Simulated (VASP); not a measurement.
F, 4 atoms in the cell. It takes space group C2/c (No. 15, monoclinic). The conventional cell has a = 6.031 Å, b = 3.577 Å, c = 6.788 Å, α = 90.00°, β = 96.65°, γ = 90.00°. F (site symmetry 1) has 1 F at 1.40 Å within 1.9 Å. 

```yaml
Program: VASP 6.6.1
Task: single point
Functional: PBEsol
Potentials_or_basis: VASP PAW PBE potentials, release 64 (F)
Cutoff: 520 eV
k_mesh: 8 × 8 × 4
Occupations: gaussian, width 0.02 eV
Spin: no spin polarisation
Dipole_correction: no
Further_INCAR_settings: ALGO = Normal; EDIFF = 1e-07; NBANDS = 22
```

Potentials or basis: VASP PAW PBE potentials, release 64 (F).

Command:

```console
$ cat potpaw_PBE.64/F/POTCAR > POTCAR
$ mpirun -np 1 vasp_std > vasp.out
```

Hardware: 1 thread of Intel(R) Xeon(R) 6975P-C (Granite Rapids), with other jobs on the host.

Problem. How long does it take, and how much memory?

Solution. Run time: 44 s on 1 thread of Intel(R) Xeon(R) 6975P-C (Granite Rapids), with other jobs on the host, peak memory 0.22 GiB. Counts: scf iterations 14, k points 78.
